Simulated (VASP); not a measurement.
Here is a VASP 6.6.1 calculation.

Contents of INCAR:

```
SYSTEM = Al4As3
ALGO = Normal
EDIFF = 1E-6
ENCUT = 500
GGA = PE
GGA_COMPAT = .FALSE.
ISIF = 2
ISMEAR = 0
LASPH = .TRUE.
LCHARG = .FALSE.
LREAL = .FALSE.
LWAVE = .FALSE.
NBANDS = 40
NELM = 120
PREC = Accurate
SIGMA = 0.1
```

Contents of KPOINTS:

```
k-points
0
G
  5 5 5
  0 0 0
```

The input POSCAR:

```
Al4As3
1.0
    5.7756470000     -5.5105710000      0.1333290000
    5.6149820000     -0.2931680000      5.6043820000
    0.1254040000     -5.5183950000      5.7731820000
Al As
8 6
Direct
    0.0421461087      0.4488012646      0.9846322830
    0.9469028023      0.5935992952      0.4455061531
    0.9871445145      0.9503731280      0.0376704669
    0.0529336742      0.0267861574      0.5503455811
    0.5524142411      0.5266350840      0.0498420869
    0.4871035978      0.4499537887      0.5384014323
    0.4469060617      0.0944195111      0.9455070713
    0.5413879627      0.9492168675      0.4846581136
    0.3527247758      0.3575848368      0.3874144334
    0.3641460457      0.8917412470      0.8611649636
    0.3909678585      0.8573799208      0.3497138058
    0.8909141362      0.3576305636      0.8496075133
    0.8640389300      0.3911799444      0.3610688448
    0.8528382023      0.8573636320      0.8874734751
```

Potentials or basis: VASP PAW PBE potentials, release 64 (Al, As).

Command:

```sh
$ cat potpaw_PBE.64/Al/POTCAR potpaw_PBE.64/As/POTCAR > POTCAR
$ mpirun -np 1 vasp_std > vasp.out
```

(1) What does it give for the pressure?

(2) What does it give for the band gap on the k mesh?

(3) What does it give for the largest force?

Results:

(1) 0.0 GPa.

(2) zero (bands 27 and 28 overlap by 1.35 eV).

(3) 0.130 eV/Å.

Caveat: the cell differs from its parent crystal (atoms taken out).
